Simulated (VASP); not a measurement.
# SiGe4 (P-3m1) in VASP: notebook

The runs below take SiGe4 through single point, relaxation of cell and atoms, with PBE.

Everything below comes from runs of VASP 6.6.1. Logs are shortened: lines on timing, memory, paths and dates and some standing lists are left out, and cuts for length are marked.

### Step 1. The cell of the first run

The structure is trigonal, space group P-3m1 (No. 164). The conventional cell has a = 3.003 Å, b = 3.003 Å, c = 23.652 Å, α = 90.00°, β = 90.00°, γ = 120.00°. Within 3.9 Å of Si (site symmetry 3m) lie 3 Ge at 2.93 Å and 9 Si at 2.93 to 3.00 Å. Within 3.9 Å of Ge (site symmetry 3m) lie 12 Ge at 2.93 to 3.00 Å. Within 3.9 Å of Ge (site symmetry 3m) lie 3 Si at 2.93 Å and 9 Ge at 2.93 to 3.00 Å. Ge (site symmetry 3m) has 12 Ge at 2.93 to 3.00 Å within 3.9 Å. Ge (site symmetry 3m) has 12 Ge at 2.93 to 3.00 Å within 3.9 Å.

### Step 2. Single point, PBE

INCAR

```
SYSTEM = SiGe4
ALGO     = Normal         ! electronic algorithm
EDIFF    = 1E-6           ! SCF threshold, eV
ENCUT    = 520            ! plane-wave cutoff, eV
GGA      = PE             ! functional
ISIF     = 2              ! what is computed and relaxed
ISMEAR   = 0              ! smearing method
LASPH    = .TRUE.         ! aspherical terms in the spheres
LCHARG   = .FALSE.        ! write CHGCAR
LREAL    = .FALSE.        ! projectors in reciprocal space
LWAVE    = .FALSE.        ! write WAVECAR
NBANDS   = 71             ! bands
NELM     = 80             ! most SCF steps
PREC     = Accurate       ! precision mode
SIGMA    = 0.1            ! smearing width, eV
```

KPOINTS

```
k-points
0
G
  6 6 1
  0 0 0
```

POSCAR

```
SiGe4
1.0
    3.0026000400      0.0000000000      0.0000000000
   -1.5013000200      2.6003279100      0.0000000000
    0.0000000000      0.0000000000     23.6517786800
Si Ge
2 8
Direct
    0.3333333300      0.6666666700      0.9500000000
    0.6666666700      0.3333333300      0.0500000000
    0.3333333300      0.6666666700      0.7500000000
    0.3333333300      0.6666666700      0.1500000000
    0.3333333300      0.6666666700      0.3500000000
    0.3333333300      0.6666666700      0.5500000000
    0.6666666700      0.3333333300      0.8500000000
    0.6666666700      0.3333333300      0.2500000000
    0.6666666700      0.3333333300      0.4500000000
    0.6666666700      0.3333333300      0.6500000000
```

Potentials or basis: VASP PAW PBE potentials, release 64 (Si, Ge_d).

Launch:

```bash
$ cat potpaw_PBE.64/Si/POTCAR potpaw_PBE.64/Ge_d/POTCAR > POTCAR
$ mpirun -np 1 vasp_std > vasp.out
```

OUTCAR:

```text
SYSTEM = SiGe4
   EDIFF = 1E-6
   ENCUT = 520
   GGA = PE
   ISIF = 2
   ISMEAR = 0
   LASPH = .TRUE.
   LREAL = .FALSE.
   NELM = 80
   PREC = Accurate

 ion  position               nearest neighbor table
   1  0.333  0.667  0.950-   2 2.93   7 2.93   2 2.93   7 2.93   2 2.93   7 2.93
   2  0.667  0.333  0.050-   1 2.93   4 2.93   1 2.93   4 2.93   1 2.93   4 2.93
   3  0.333  0.667  0.750-
   4  0.333  0.667  0.150-   2 2.93   2 2.93   2 2.93
   5  0.333  0.667  0.350-
   6  0.333  0.667  0.550-
   7  0.667  0.333  0.850-   1 2.93   1 2.93   1 2.93
   8  0.667  0.333  0.250-
   9  0.667  0.333  0.450-
  10  0.667  0.333  0.650-

  LATTYP: Found a hexagonal cell.
 ALAT       =     3.0026000400
 C/A-ratio  =     7.8770993022

  Lattice vectors:

 A1 = (   3.0026000400,   0.0000000000,   0.0000000000)
 A2 = (  -1.5013000200,   2.6003279100,   0.0000000000)
 A3 = (   0.0000000000,   0.0000000000,  23.6517786800)

Analysis of symmetry for initial positions (statically):
=====================================================================
 Subroutine PRICEL returns:
 Original cell was already a primitive cell.

 Routine SETGRP: Setting up the symmetry group for a
 hexagonal supercell.

 Subroutine GETGRP returns: Found 12 space group operations
 (whereof 12 operations were pure point group operations)
 out of a pool of 24 trial point group operations.

The static configuration has the point symmetry D_3d.

Analysis of symmetry for dynamics (positions and initial velocities):
=====================================================================
 Subroutine PRICEL returns:
 Original cell was already a primitive cell.

 Routine SETGRP: Setting up the symmetry group for a
 hexagonal supercell.

 Subroutine GETGRP returns: Found 12 space group operations
 (whereof 12 operations were pure point group operations)
 out of a pool of 24 trial point group operations.

The dynamic configuration has the point symmetry D_3d.

 Subroutine INISYM returns: Found 12 space group operations
 (whereof 12 operations are pure point group operations),
 and found     1 'primitive' translations

[... 89 lines left out ...]
   LASPH  =      T    aspherical Exc in radial PAW
   ENCUT  =  520.0 eV  38.22 Ry    6.18 a.u.   5.58  5.58 43.98*2*pi/ulx,y,z
   NELM   =     80;   NELMIN=  2; NELMDL= -5     # of ELM steps
   EDIFF  = 0.1E-05   stopping-criterion for ELM
   LREAL  =      F    real-space projection
[... 7 lines left out ...]
   TEBEG  =    0.0;   TEEND  =   0.0 temperature during run
   PSTRESS=    0.0 pullay stress
   NELECT =     120.0000    total number of electrons
   NUPDOWN=      -1.0000    fix difference up-down
   EMIN   =  10.00;   EMAX   =-10.00  energy-range for DOS
   EFERMI =   0.00;   METHOD = LEGACY
   ISMEAR =     0;   SIGMA  =   0.10  broadening in eV -4-tet -1-fermi 0-gaus
   EFERMI_NEDOS =   21; number of points for ismear=-14 and -15
   IALGO  =     38    algorithm
   IMIX   =      4    mixing-type and parameters
     AMIX     =   0.40;   BMIX     =  1.00
     AMIX_MAG =   1.60;   BMIX_MAG =  1.00
  volume/ion in A,a.u.               =      18.47       124.62
  Fermi-wavevector in a.u.,A,eV,Ry     =   1.417987  2.679606 27.357042  2.010686
  Thomas-Fermi vector in A             =   2.539159
   LORBIT       =      0    0 simple, 1 ext, 2 COOP (PROOUT), +10 PAW based schemes
   GGA     = PE    functional components
   LHFCALC =     F    Hartree Fock is set to
   AEXX    =    0.0000 exact exchange contribution
   IVDW    =     0    specifies the selected vdW correction
   LEPSILON=     F    determine dielectric tensor
   LRPA    =     F    only Hartree local field effects (RPA)
 non-spin polarized calculation
 Gauss-broadening in eV      SIGMA  =   0.10
  energy-cutoff  :      520.00
  volume of cell :      184.67
 maximum number of plane-waves:      5067
 NGX is ok and might be reduce to    24
   NGX = 11   NGY = 11   NGZ = 87

 number of electron     120.0000074 magnetization

 Free energy of the ion-electron system (eV)
  ---------------------------------------------------
  ext. energy  EPLUGINS =         0.00000000
  ---------------------------------------------------
  free energy    TOTEN  =       -42.44699595 eV

  energy without entropy =      -42.38501021  energy(sigma->0) =      -42.41600308

 E-fermi :   7.0097     XC(G=0): -11.1724

 val. band max:        6.9775801228   @ k =   0.1667   0.1667   0.0000
 cond. band min:       7.0214873418   @ k =   0.3333   0.1667   0.0000
 fundamental gap:      0.0439072190
 Fermi energy:         7.0096508405

 k-point     1 :       0.0000    0.0000    0.0000
  band No.  band energies     occupation
      1     -17.7140      2.00000
      2     -17.7136      2.00000
      3     -17.7120      2.00000
      4     -17.7120      2.00000
      5     -17.7114      2.00000
      6     -17.7114      2.00000
[... 507 lines left out ...]
     70       7.8801      0.00000
     71       7.8801      0.00000

------------------------ aborting loop because EDIFF is reached ----------------------------------------

  FORCE on cell =-STRESS in cart. coord.  units (eV):
  Direction    XX          YY          ZZ          XY          YZ          ZX
  --------------------------------------------------------------------------------------
  -------------------------------------------------------------------------------------
  Total        2.1538638      2.1538638     -4.7539601      0.0000000      0.0000000      0.0000000
  in kB       18.6869928     18.6869927    -41.2455127      0.0000000      0.0000000      0.0000000
  external PRESSURE =      -1.2905091 kB  Pullay stress =       0.0000000 kB

 VOLUME and BASIS-vectors are now :
 -----------------------------------------------------------------------------
  energy-cutoff  :      520.00
  volume of cell :      184.67
      direct lattice vectors                 reciprocal lattice vectors
     3.002600040  0.000000000  0.000000000     0.333044690  0.192283442  0.000000000
    -1.501300020  2.600327910  0.000000000     0.000000000  0.384566883  0.000000000
     0.000000000  0.000000000 23.651778680     0.000000000  0.000000000  0.042280118

 POSITION                                       TOTAL-FORCE (eV/Angst)
 -----------------------------------------------------------------------------------
     -0.00000      1.73355     22.46919        -0.000000      0.000000      0.427715
      1.50130      0.86678      1.18259        -0.000000      0.000000     -0.427715
     -0.00000      1.73355     17.73883        -0.000000      0.000000     -0.000844
     -0.00000      1.73355      3.54777        -0.000000      0.000000     -0.402815
     -0.00000      1.73355      8.27812        -0.000000     -0.000000      0.002413
     -0.00000      1.73355     13.00848        -0.000000      0.000000     -0.004576
      1.50130      0.86678     20.10401         0.000000     -0.000000      0.402815
      1.50130      0.86678      5.91294         0.000000     -0.000000      0.000844
      1.50130      0.86678     10.64330         0.000000      0.000000      0.004576
      1.50130      0.86678     15.37366        -0.000000      0.000000     -0.002413
 -----------------------------------------------------------------------------------
    total drift:                                0.000000     -0.000000      0.000000

  FREE ENERGIE OF THE ION-ELECTRON SYSTEM (eV)
  ---------------------------------------------------
  free  energy   TOTEN  =       -42.4469959496 eV

  energy  without entropy=      -42.3850102141  energy(sigma->0) =      -42.41600308
```

Wall time 65 s (1 thread of Intel Xeon 6975P-C (Granite Rapids), shared host); peak memory 0.33 GiB.

Results:

| Property | Result |
| --- | --- |
| Free energy | -42.4470 eV |
| Pressure | -0.1 GPa |
| Largest force | 0.428 eV/Å |
| Band gap on the k mesh | zero (bands 60 and 61 overlap by 8.46 eV) |

Forces on the atoms (eV/Å):
```
Si   0.000  0.000  0.428
Si   0.000  0.000 -0.428
Ge   0.000  0.000 -0.001
Ge   0.000  0.000 -0.403
Ge   0.000  0.000  0.002
Ge   0.000  0.000 -0.005
Ge   0.000  0.000  0.403
Ge   0.000  0.000  0.001
Ge   0.000  0.000  0.005
Ge   0.000  0.000 -0.002
```

Stress tensor (GPa, compression positive):
```
 1.87  0.00  0.00
 0.00  1.87  0.00
 0.00  0.00 -4.12
```

Levels at points of the mesh, in eV from the Fermi level:
```tsv
k point	band 58	band 59	band 60	band 61	band 62	band 63
(0.00, 0.00, 0.00)	6.25	6.25	6.57	6.57	6.65	6.65
(0.50, 0.00, 0.00)	-2.55	-2.14	-1.20	-0.95	1.14	1.24
```

Caveat: the k points lie up to 0.40 Å⁻¹ apart, too coarse for converged energies and pressures of a metal.

### Step 3. Single point, PBE

This run uses another cell than the first one, of 18.72 Å³/atom.

INCAR

```
SYSTEM = SiGe4
  ALGO = Normal
  EDIFF = 1E-6
  ENCUT = 520
  GGA = PE
  ISIF = 2
  ISMEAR = 0
  LASPH = .True.
  LCHARG = .False.
  LREAL = .False.
  LWAVE = .False.
  NBANDS = 71
  NELM = 100
  PREC = Accurate
  SIGMA = 0.1
```

KPOINTS

```
k-points
0
Gamma
  6 6 1
  0 0 0
```

POSCAR

```
SiGe4
1.0
    3.1686461129      0.0000000000      0.0000000000
   -1.5843230565      2.7441280294      0.0000000000
    0.0000000000      0.0000000000     21.5294576953
Si Ge
2 8
Direct
    0.3333333333      0.6666666667      0.9596457633
    0.6666666667      0.3333333333      0.0403542367
    0.3333333333      0.6666666667      0.7622574614
    0.3333333333      0.6666666667      0.1333647567
    0.3333333333      0.6666666667      0.3416392389
    0.3333333333      0.6666666667      0.5534093435
    0.6666666667      0.3333333333      0.8666352433
    0.6666666667      0.3333333333      0.2377425386
    0.6666666667      0.3333333333      0.4465906565
    0.6666666667      0.3333333333      0.6583607611
```

Potentials or basis: VASP PAW PBE potentials, release 64 (Si, Ge_d).

Launch:

```bash
$ cat potpaw_PBE.64/Si/POTCAR potpaw_PBE.64/Ge_d/POTCAR > POTCAR
$ mpirun -np 1 vasp_std > vasp.out
```

It took 54 s on 1 thread of Intel Xeon 6975P-C (Granite Rapids), shared host; peak memory 0.31 GiB.

The run converged. Its results:

* Free energy: -43.1177 eV
* Pressure: -0.1 GPa
* Largest force: 0.033 eV/Å
* Band gap on the k mesh: zero (bands 60 and 61 overlap by 6.78 eV)

Forces in eV/Å, atoms in the order of the input:
```
Si   0.000  0.000  0.033
Si   0.000  0.000 -0.033
Ge   0.000  0.000  0.022
Ge   0.000  0.000  0.021
Ge   0.000  0.000 -0.028
Ge   0.000  0.000 -0.004
Ge   0.000  0.000 -0.021
Ge   0.000  0.000 -0.022
Ge   0.000  0.000  0.004
Ge   0.000  0.000  0.028
```

Stress tensor (GPa, compression positive):
```
-0.17  0.00  0.00
 0.00 -0.17  0.00
 0.00  0.00  0.08
```

Levels at points of the mesh, in eV from the Fermi level:
```csv
k point,band 56,band 57,band 58,band 59,band 60,band 61
"(0.00, 0.00, 0.00)",3.29,3.29,4.80,4.80,4.92,4.92
"(0.50, 0.00, 0.00)",-3.38,-2.11,-1.74,-0.98,-0.69,0.15
```

Caveat: the k points lie up to 0.38 Å⁻¹ apart, too coarse for converged energies and pressures of a metal.

(Part 1 of 2 ends here.)

The gap in the log of VASP goes by the Fermi energy; the results here count the filled bands.